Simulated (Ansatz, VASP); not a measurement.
# Ga3Se: VASP beside Ansatz

The input INCAR:

```
SYSTEM = Ga3Se
PREC = Accurate
ENCUT = 520
EDIFF = 1E-6
ISMEAR = -1
SIGMA = 0.03
LREAL = .FALSE.
LASPH = .TRUE.
NELM = 60
ALGO = Normal
ISIF = 2
LWAVE = .FALSE.
LCHARG = .FALSE.
GGA = PS
NBANDS = 30
```

Contents of KPOINTS:

```
Automatic mesh
0
G
  4 4 4
  0 0 0
```

File POSCAR:

```
Ga3Se
1.0
    4.4324650000      0.0000000000      0.0000000000
    0.0000000000      4.4324650000      0.0000000000
    0.0000000000      0.0000000000      4.4324650000
Se Ga
1 3
Direct
    0.0000000000      0.0000000000      0.0000000000
    0.5000000000      0.5000000000      0.0000000000
    0.5000000000      0.0000000000      0.5000000000
    0.0000000000      0.5000000000      0.5000000000
```

input.yaml

```yaml
crystal:
  lattice:
    - [4.432465, 0.0, 0.0]
    - [0.0, 4.432465, 0.0]
    - [0.0, 0.0, 4.432465]
  atoms:
    - { symbol: Se, position: [0.0, 0.0, 0.0] }
    - { symbol: Ga, position: [0.5, 0.5, 0.0] }
    - { symbol: Ga, position: [0.5, 0.0, 0.5] }
    - { symbol: Ga, position: [0.0, 0.5, 0.5] }
kpoints:
  mp_grid: { grid: [4, 4, 4] }
scf:
  occupations: { method: fermi_dirac, width: 0.03 }
hamiltonian:
  xc: pbesol
  pseudopotentials: { kind: all_electron, lapw: { basis_error: 0.002 } }
output:
  forces: true
  stress: true
  eigenvalues: true
```

Alike in both runs: task single point; functional PBEsol; k mesh 4 × 4 × 4; occupations fermi-dirac, width 0.03 eV; no spin polarisation.

```csv
,VASP,Ansatz
version,VASP 6.6.1,Ansatz 0.2.0
potentials or method,"VASP PAW PBE potentials, release 64 (Se, Ga_d), cutoff 520 eV","all-electron LAPW, scalar-relativistic"
```

|  | VASP | Ansatz | Ansatz less VASP |
| --- | --- | --- | --- |
| gap on the k mesh at the Fermi level (eV) | none | none | - |
| pressure (GPa) | -3.1 | -3.1 | -0.08 |

VASP's potentials were made for PBE, not for PBEsol. A gap of «none» marks a metal or a gap that the smearing closes. Ansatz ran all-electron here, and VASP with PAW potentials.

Noted on Ansatz's run: the k mesh is thin for a metal, which can move the energy by tens of meV per atom.
